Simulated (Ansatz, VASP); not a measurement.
**Ag: VASP beside Ansatz**

File INCAR:

```
SYSTEM = Ag
PREC     = Accurate       ! precision mode
ENCUT    = 520            ! plane-wave cutoff, eV
EDIFF    = 1E-8           ! SCF threshold, eV
ISMEAR   = -1             ! smearing method
SIGMA    = 0.08           ! smearing width, eV
LREAL    = .False.        ! projectors in reciprocal space
LASPH    = .True.         ! aspherical terms in the spheres
NELM     = 100            ! most SCF steps
ALGO     = Normal         ! electronic algorithm
ISIF     = 2              ! what is computed and relaxed
LWAVE    = .False.        ! write WAVECAR
LCHARG   = .False.        ! write CHGCAR
GGA      = PE             ! functional
LEFG     = .True.       
NBANDS   = 30             ! bands
```

The input KPOINTS:

```
regular mesh
0
Gamma
  14 14 4
  0 0 0
```

File POSCAR:

```
Ag
1.0
    2.9241795655      0.0000000000      0.0000000000
   -1.4620897828      2.5324137891      0.0000000000
    0.0000000000      0.0000000000     10.1315940382
Ag
4
Direct
    0.3333333333      0.6666666667      0.2500000000
    0.6666666667      0.3333333333      0.7500000000
    0.0000000000      0.0000000000      0.0000000000
    0.0000000000      0.0000000000      0.5000000000
```

Input for Ansatz:

```yaml
crystal:
  lattice:
    - [2.9241795655, 0.0, 0.0]
    - [-1.4620897828, 2.5324137891, 0.0]
    - [0.0, 0.0, 10.1315940382]
  atoms:
    - { symbol: Ag, position: [0.3333333333, 0.6666666667, 0.25] }
    - { symbol: Ag, position: [0.6666666667, 0.3333333333, 0.75] }
    - { symbol: Ag, position: [0.0, 0.0, 0.0] }
    - { symbol: Ag, position: [0.0, 0.0, 0.5] }
kpoints:
  mp_grid: { grid: [14, 14, 4] }
scf:
  occupations: { method: fermi_dirac, width: 0.08 }
hamiltonian:
  xc: pbe
  pseudopotentials: { kind: all_electron, datasets: crystal }
output:
  forces: true
  stress: true
  eigenvalues: true
  efg: { contact_densities: true }
```

Change from the starting cell: volume scaled by 1.04, crystal datasets.

Alike in both runs: task electric field gradients; functional PBE; k mesh 14 × 14 × 4; occupations fermi-dirac, width 0.08 eV; no spin polarisation.

|  | VASP | Ansatz |
| --- | --- | --- |
| version | VASP 6.6.1 | Ansatz 0.2.0 |
| potentials or method | VASP PAW PBE potentials, release 64 (Ag), cutoff 520 eV | all-electron PAW with datasets made for the crystal, scalar-relativistic |

Ansatz gave:

* pressure (GPa): -3.4
* traceless stress, the component that is largest in VASP (GPa): -2.67
* size of Vzz on the site where it differs most (V/Å²): 3.7

Estimate VASP's values.

pressure (GPa): -3.5; traceless stress, the component that is largest in VASP (GPa): -2.65; size of Vzz on the site where it differs most (V/Å²): 8.4.

Ansatz ran all-electron here, and VASP with PAW potentials.
